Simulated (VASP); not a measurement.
Wanted: the native input for a VASP 6.6.1 run.

* Task: single point
* Functional: PBE
* Dispersion: D3(BJ)
* Potentials or basis: VASP PAW PBE potentials, release 64 (C)
* Cutoff: 520 eV
* k mesh: 1 × 1 × 1, shifted
* Occupations: fermi-dirac, width 0.4188 eV
* Spin: no spin polarisation
* Dipole correction: no
* Mended: yes
* Further INCAR settings: LREAL = Auto; ALGO = Normal; EDIFF = 1e-06; NBANDS = 61; ISYM = -1

The structure of C lies in POSCAR:

```
C
1.0
    5.9111080000      0.1283830000     -0.2596240000
    0.1283830000      5.8482670000     -0.1913210000
   -0.2596240000     -0.1913210000      6.0554800000
C
22
Direct
    0.6822818934      0.4512344295      0.1860528606
   -0.3143421461      0.7037353651      0.4088423359
    0.3290394374      0.6519956743     -0.0856630689
    0.4105079685      0.0059844270      0.8467485100
    0.5492982663      0.3016451518      0.1961046961
    1.2675596977      0.0208905101      0.3222092571
    1.0473718205      0.3761411553      0.4907022339
    0.1279510129      0.8064471689      0.6138275467
   -0.0941633204      0.6815114096      0.4372166016
    0.1711645182      0.1673794141      0.5137915762
    0.4646106035      0.2230015306     -0.0593317228
    0.0245190557      0.7450052675      0.0393869500
    0.7375429370      0.6745269095      0.9558043310
    0.2971219454      0.6438429679      0.6892290402
   -0.0046691405      0.4955099797      0.8280022796
   -0.1716623725      0.4489849372     -0.0164422019
    0.1555124526      0.8944644437      0.1840312571
    1.2412167913      0.9928933312      0.6708591248
    0.5718487758      0.8525347088     -0.0459632499
    0.7093379890     -0.0368747837      0.4922478888
    0.5907943577      0.1492409295      0.3796538537
    0.2558642945      0.4279559221     -0.1104106584
```

These files were run (other wordings do the same):

INCAR

```
SYSTEM = C
PREC = Accurate
ENCUT = 520
EDIFF = 1E-6
ISMEAR = -1
SIGMA = 0.4188
LREAL = Auto
LASPH = .TRUE.
NELM = 120
ALGO = Normal
ISIF = 2
LWAVE = .FALSE.
LCHARG = .FALSE.
GGA = PE
IVDW = 12
ISYM = -1
NBANDS = 61
GGA_COMPAT = .FALSE.
```

KPOINTS

```
explicit points
1
Reciprocal
  0.25000000   0.25000000   0.25000000 1
```

Potentials or basis: VASP PAW PBE potentials, release 64 (C).

Launch:

```bash
$ cat potpaw_PBE.64/C/POTCAR > POTCAR
$ mpirun -np 1 vasp_std > vasp.out
```

Results of the run:

- Pressure: 1.4 GPa
- Largest force: 12.180 eV/Å
- Dispersion energy per atom: -0.143 eV

Caveat: the atoms stand as in a frame of molecular dynamics.

Wall time 21 s on 1 thread of Intel(R) Xeon(R) 6975P-C (Granite Rapids), with other jobs on the host, peak memory 0.3 GiB.
